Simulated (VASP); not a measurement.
LaNb2N2:

```xyz
5
Lattice="-1.9008 1.9008 5.9768 1.9008 -1.9008 5.9768 1.9008 1.9008 -5.9768" Properties=species:S:1:pos:R:3 pbc="T T T"
La    0.0000    0.0000    0.0000
Nb    0.0000    0.0000    4.1156
Nb    0.0000    0.0000    7.8379
N     0.0000    0.0000    1.6866
N     0.0000    0.0000   10.2669
```

The cell was built from a structure type or drawn by symmetry, and may not be a known phase.

```yaml
Program: VASP 6.6.1
Task: relaxation of cell and atoms
Functional: PBE
Potentials_or_basis: VASP PAW PBE potentials, release 64 (La, Nb_sv, N)
Cutoff: 600 eV
k_mesh: 6 × 6 × 6
Occupations: gaussian, width 0.1 eV
Spin: no spin polarisation
```

At the start: pressure 11.0 GPa; volume 17.28 Å³/atom.

Task: How do energy, volume and symmetry change on relaxing?

Result: Over 20 steps the energy falls by 2649.7 meV/atom and the volume is 14.82 Å³/atom (-14.2 %); space group I4/mmm (No. 139, to 0.1 Å) before and after.

The path:
```csv
step,energy change (eV),largest force (eV/Å),pressure (GPa),volume (Å³)
1,0.0000,12.7614,10.99,86.38
2,-9.4763,2.8930,-29.27,95.82
3,-9.3608,2.7697,-28.24,94.40
4,-9.5360,2.7808,70.97,59.71
5,-12.5223,1.1087,-1.52,73.64
6,-12.5283,1.1494,-0.04,73.12
7,-12.5286,1.1798,1.19,72.73
8,-12.6728,0.6280,1.92,73.04
9,-12.7357,0.4896,2.58,73.36
10,-12.8517,1.0238,3.19,73.95
11,-12.9692,1.0224,0.99,74.64
12,-13.1479,0.1762,-5.08,76.73
13,-13.1969,0.2234,-2.62,75.55
14,-13.2074,0.5096,-0.81,74.78
15,-13.2204,0.3888,-0.49,74.57
16,-13.2420,0.0440,0.55,73.92
17,-13.2436,0.0758,0.92,73.70
18,-13.2469,0.0981,-0.23,74.13
19,-13.2471,0.1033,-0.45,74.22
20,-13.2483,0.0395,-0.03,74.10
```

Final structure:
```xyz
5
Lattice="-1.5541 1.5541 7.6699 1.5541 -1.5541 7.6699 1.5541 1.5541 -7.6699" Properties=species:S:1:pos:R:3 pbc="T T T"
La    0.0000    0.0000   15.3399
Nb    0.0000    0.0000    4.8478
Nb    1.5541    1.5541    2.8222
N     0.0000    0.0000    2.6151
N     0.0000    0.0000   12.7248
```

Caveat: a cell axis changed by over 15 % at a fixed basis, so the end point is rough.
